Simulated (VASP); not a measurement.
Sr3MgO4, 8 atoms in the cell. Symmetry: I4/mmm, No. 139, tetragonal system. Conventional cell: a = 5.010 Å, b = 5.010 Å, c = 9.827 Å, α = 90.00°, β = 90.00°, γ = 90.00°. Mg (site symmetry 4/mmm) has 6 O at 2.12 to 2.50 Å within 2.8 Å. O (site symmetry 4mm) has 1 Mg at 2.12 Å and 5 Sr at 2.53 to 2.79 Å within 2.8 Å. Within 3.3 Å of O (site symmetry mmm) lie 4 Sr at 2.46 to 2.50 Å and 2 Mg at 2.50 Å and 4 O at 3.28 Å. Sr (site symmetry -4m2) has 6 O at 2.46 to 2.53 Å within 3.2 Å. Sr (site symmetry 4/mmm) has 6 O at 2.50 to 2.79 Å within 3.3 Å. 

| Item | Value |
| --- | --- |
| Program | VASP 6.6.1 |
| Task | single point |
| Functional | PBE |
| Potentials or basis | VASP PAW PBE potentials, release 64 (Mg, O, Sr_sv) |
| Cutoff | 520 eV |
| k mesh | 8 × 8 × 8 |
| Occupations | fermi-dirac, width 0.02 eV |
| Spin | no spin polarisation |
| Dipole correction | no |
| Further INCAR settings | ALGO = Normal; EDIFF = 1e-07; NBANDS = 38 |

Potentials or basis: VASP PAW PBE potentials, release 64 (Mg, O, Sr_sv).

Launch:

```bash
$ cat potpaw_PBE.64/Mg/POTCAR potpaw_PBE.64/O/POTCAR potpaw_PBE.64/Sr_sv/POTCAR > POTCAR
$ mpirun -np 1 vasp_std > vasp.out
```

Hardware: 1 thread of Intel Xeon 8259CL (shared host).

Question: Estimate the wall time of this run.

Answer: Wall time 16 min on 1 thread of Intel Xeon 8259CL, on a shared host, peak memory 0.48 GiB. Counts: scf iterations 17, k points 59.
